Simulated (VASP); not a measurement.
Wanted: the native input for a VASP 6.6.1 run.

```
Task                   : single point
Functional             : PBE
Potentials or basis    : VASP PAW PBE potentials, release 64 (Ag, Br)
Cutoff                 : 500 eV
k mesh                 : 7 × 7 × 7
Occupations            : fermi-dirac, width 0.02 eV
Spin                   : no spin polarisation
Dipole correction      : no
Further INCAR settings : ALGO = Normal; EDIFF = 1e-06; NBANDS = 16
```

The structure of AgBr lies in POSCAR:

```
AgBr
1.0
    0.0000000000      2.9333707056      2.9333707056
    2.9333707056      0.0000000000      2.9333707056
    2.9333707056      2.9333707056      0.0000000000
Ag Br
1 1
Direct
    0.5000000000      0.5000000000      0.5000000000
    0.0000000000      0.0000000000      0.0000000000
```

This cell differs from its parent crystal: volume scaled by 1.05.

These files were run (other wordings do the same):

INCAR

```
  ALGO = Normal
  EDIFF = 1E-6
  ENCUT = 500
  GGA = PE
  GGA_COMPAT = False
  ISIF = 2
  ISMEAR = -1
  LASPH = True
  LCHARG = False
  LREAL = False
  LWAVE = False
  NBANDS = 16
  NELM = 120
  PREC = Accurate
  SIGMA = 0.02
```

KPOINTS

```
k-points
0
Gamma
  7 7 7
```

Potentials or basis: VASP PAW PBE potentials, release 64 (Ag, Br).

The run is started by

```sh
$ cat potpaw_PBE.64/Ag/POTCAR potpaw_PBE.64/Br/POTCAR > POTCAR
$ mpirun -np 1 vasp_std > vasp.out
```

Results of the run:

```yaml
Pressure: -0.5 GPa
Band_gap_on_the_k_mesh: 0.76 eV, indirect (least direct gap 2.40 eV)
```

It took 7.3 s on 1 thread of Intel(R) Xeon(R) 6975P-C (Granite Rapids), on a shared host, peak memory 0.17 GiB.
